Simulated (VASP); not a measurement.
Write the native input for VASP 6.6.1 that does the following.

* Task: density of states
* Functional: PBE
* Potentials or basis: VASP PAW PBE potentials, release 64 (Ir)
* Cutoff: 400 eV
* k mesh: 12 × 12 × 12
* Occupations: fermi-dirac, width 0.1 eV
* Spin: no spin polarisation
* Dipole correction: no
* k mesh for the DOS: 18 × 18 × 18
* Occupations for the DOS: tetrahedron
* Further INCAR settings: ALGO = Normal; EDIFF = 1e-06

The system is Ir.

```
Ir
1.0
     0.00000    1.91560    1.91560
     1.91560    0.00000    1.91560
     1.91560    1.91560    0.00000
Ir
1
Direct
  0.00000 0.00000 0.00000
```

These files were run (other wordings do the same):

POSCAR

```
Ir
1.0
    0.0000000000      1.9156000000      1.9156000000
    1.9156000000      0.0000000000      1.9156000000
    1.9156000000      1.9156000000      0.0000000000
Ir
1
Direct
    0.0000000000      0.0000000000      0.0000000000
```

INCAR.step1

```
SYSTEM = Ir
PREC = Accurate
ENCUT = 400
EDIFF = 1E-6
ISMEAR = -1
SIGMA = 0.1
LREAL = .False.
LASPH = .True.
NELM = 120
ALGO = Normal
ISIF = 2
LWAVE = .False.
LCHARG = .True.
LMAXMIX = 4
GGA = PE
NBANDS = 10
GGA_COMPAT = .False.
NEDOS = 2001
LORBIT = 11
```

KPOINTS.step1

```
Automatic mesh
0
Gamma
  12 12 12
  0 0 0
```

INCAR.step2

```
SYSTEM = Ir
PREC = Accurate
ENCUT = 400
EDIFF = 1E-6
ISMEAR = -5
SIGMA = 0.1
LREAL = .False.
LASPH = .True.
NELM = 120
ALGO = Normal
ISIF = 2
LWAVE = .False.
LCHARG = .False.
LMAXMIX = 4
GGA = PE
LORBIT = 10
NEDOS = 1001
ICHARG = 11
GGA_COMPAT = .False.
```

KPOINTS.step2

```
Automatic mesh
0
Gamma
  18 18 18
  0 0 0
```

Potentials or basis: VASP PAW PBE potentials, release 64 (Ir).

Command:

```console
$ cat potpaw_PBE.64/Ir/POTCAR > POTCAR
$ cp INCAR.step1 INCAR
$ cp KPOINTS.step1 KPOINTS
$ mpirun -np 1 vasp_std > vasp.out
$ cp INCAR.step2 INCAR
$ cp KPOINTS.step2 KPOINTS
$ mpirun -np 1 vasp_std > vasp.out
```

It gave:

```yaml
Valence_electrons_inside_the_program's_atomic_spheres: Ir 8.42
```

Caveat: spin-orbit coupling is left out, which moves the levels of the heavy elements.

Wall time 21 s on 1 thread of AMD EPYC 9R14 (Zen 4) (shared host), peak memory 0.1 GiB.
